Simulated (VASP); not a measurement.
Input of a VASP 6.6.1 run:

The input INCAR:

```
  PREC = Accurate
  ENCUT = 520
  EDIFF = 1E-6
  ISMEAR = 0
  SIGMA = 0.1
  LREAL = F
  LASPH = T
  NELM = 100
  ALGO = Normal
  ISIF = 2
  LWAVE = F
  LCHARG = F
  GGA = PE
  NBANDS = 37
```

File KPOINTS:

```
Automatic mesh
0
Gamma
  4 4 4
```

The input POSCAR:

```
BeZn4O
1.0
    4.0506916300      0.0000000000      0.0000000000
    0.0000000000      4.0506916300      0.0000000000
    0.0000000000      0.0000000000      5.7120151000
Be Zn O
1 4 1
Direct
    0.5000000000      0.5000000000      0.5000000000
    0.5000000000      0.0000000000      0.7490356600
    0.0000000000      0.5000000000      0.2509643400
    0.5000000000      0.0000000000      0.2509643400
    0.0000000000      0.5000000000      0.7490356600
    0.0000000000      0.0000000000      0.0000000000
```

Potentials or basis: VASP PAW PBE potentials, release 64 (Be, Zn, O).

Run with:

```bash
$ cat potpaw_PBE.64/Be/POTCAR potpaw_PBE.64/Zn/POTCAR potpaw_PBE.64/O/POTCAR > POTCAR
$ mpirun -np 1 vasp_std > vasp.out
```

Question: Predict the largest force.

Answer: 0.048 eV/Å.

Question: Estimate the pressure.

Answer: -8.2 GPa.

Question: Estimate the band gap on the k mesh.

Answer: Zero (bands 28 and 29 overlap by 1.57 eV).

Stress tensor (GPa, compression positive):
```
-9.39  0.00  0.00
 0.00 -9.39  0.00
 0.00  0.00 -5.92
```

Caveat: the k points lie up to 0.39 Å⁻¹ apart, too coarse for converged energies and pressures of a metal.
